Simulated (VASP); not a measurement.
Set up this calculation in VASP 6.6.1, as the native input.

```yaml
Task: single point
Functional: PBE
Dispersion: D3(BJ)
Potentials_or_basis: VASP PAW PBE potentials, release 64 (Ca_sv, Li_sv)
Cutoff: 520 eV
k_mesh: 2 × 2 × 1
Occupations: gaussian, width 0.15 eV
Spin: no spin polarisation
Dipole_correction: no
Further_INCAR_settings: LREAL = Auto; ALGO = Normal; EDIFF = 1e-06; NBANDS = 96
```

The structure of LiCa16 lies in POSCAR:

```
LiCa16
1.0
   11.1600000000      0.0000000000      0.0000000000
    0.0000000000      7.8913120000      0.0000000000
    0.0000000000      0.0000000000     16.9184840000
Ca Li
16 1
Direct
    0.2500000000      0.2500000000      0.0591070098
    0.7500000000      0.2500000000      0.0591070098
    0.2500000000      0.7500000000      0.0591070098
    0.7500000000      0.7500000000      0.0591070098
   -0.0026025090      0.0017208799      0.1721945063
    0.5026076165      0.0016993372      0.1722076872
    0.0020106631      0.5034411261      0.1682518363
    0.4979946237      0.5034352969      0.1682773705
    0.2500288530      0.2563472335      0.2783426695
    0.7499959677      0.2654776544      0.2768339646
    0.2500126344      0.7703547902      0.2781731507
    0.7500163978      0.7485165965      0.2846094839
   -0.0214926523      0.0279675927      0.3959855978
    0.5214819892      0.0278517691      0.3959762589
    0.0181105735      0.5196919093      0.3887024393
    0.4820525090      0.5196042179      0.3887902131
    0.7498663978      0.3746209756      0.4612835287
```

The input as run:

INCAR

```
PREC = Accurate
ENCUT = 520
EDIFF = 1E-6
ISMEAR = 0
SIGMA = 0.15
LREAL = Auto
LASPH = T
NELM = 100
ALGO = Normal
ISIF = 2
LWAVE = F
LCHARG = F
GGA = PE
IVDW = 12
NBANDS = 96
```

KPOINTS

```
regular mesh
0
Gamma
  2 2 1
```

Potentials or basis: VASP PAW PBE potentials, release 64 (Ca_sv, Li_sv).

The run is started by

```console
$ cat potpaw_PBE.64/Ca_sv/POTCAR potpaw_PBE.64/Li_sv/POTCAR > POTCAR
$ mpirun -np 1 vasp_std > vasp.out
```

Results of the run:

| Quantity | Value |
| --- | --- |
| Largest force | 0.086 eV/Å |
| Band gap on the k mesh | zero (an odd number of electrons rules out a gap without spin polarisation) |
| Dispersion energy per atom | -0.153 eV |

Caveat: the k points lie up to 0.40 Å⁻¹ apart, too coarse for converged energies and pressures of a metal; there is no dipole correction, which matters where the two faces differ.

Run time: 25 min on 1 thread of Intel(R) Xeon(R) Platinum 8259CL CPU @ 2.50GHz (Skylake/Cascade Lake), with other jobs on the host, peak memory 1.3 GiB.
